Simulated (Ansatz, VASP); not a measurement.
## Two plane-wave programs on Cd3NiO

```
Cd Ni O
1.0
     4.45806    0.00000    0.00000
    -2.22903    3.86079    0.00000
     0.00000    0.00000    6.38688
Cd Ni O
3 1 1
Direct
  0.50000 0.00000 0.50000
  0.00000 0.50000 0.50000
  0.50000 0.50000 0.50000
  0.00000 0.00000 0.50000
  0.00000 0.00000 0.00000
```

Alike in both runs: task single point; functional PBE; k mesh 6 × 6 × 4; occupations gaussian, width 0.1 eV; collinear spin.

|  | VASP | Ansatz |
| --- | --- | --- |
| version | VASP 6.6.1 | Ansatz 0.2.0 |
| potentials or method | VASP PAW PBE potentials, release 64 (Cd, Ni, O), cutoff 520 eV | scalar-relativistic, plane waves, PAW |
| valence electrons in the cell | 52 | 84 |

|  | VASP | Ansatz | Ansatz less VASP |
| --- | --- | --- | --- |
| gap on the k mesh at the Fermi level (eV) | none | none | - |
| net moment per atom (μB) | 0.30 | 0.30 | 0.000 |
| size of the moment on the site where the two differ most (μB) | 1.14 | 1.43 | +0.283 |

Site moments also hang on the region over which each program counts them. A gap of «none» marks a metal or a gap that the smearing closes. VASP's potentials hold 52 valence electrons a cell and Ansatz's 84, so a difference there can come from the potentials and not from the codes.
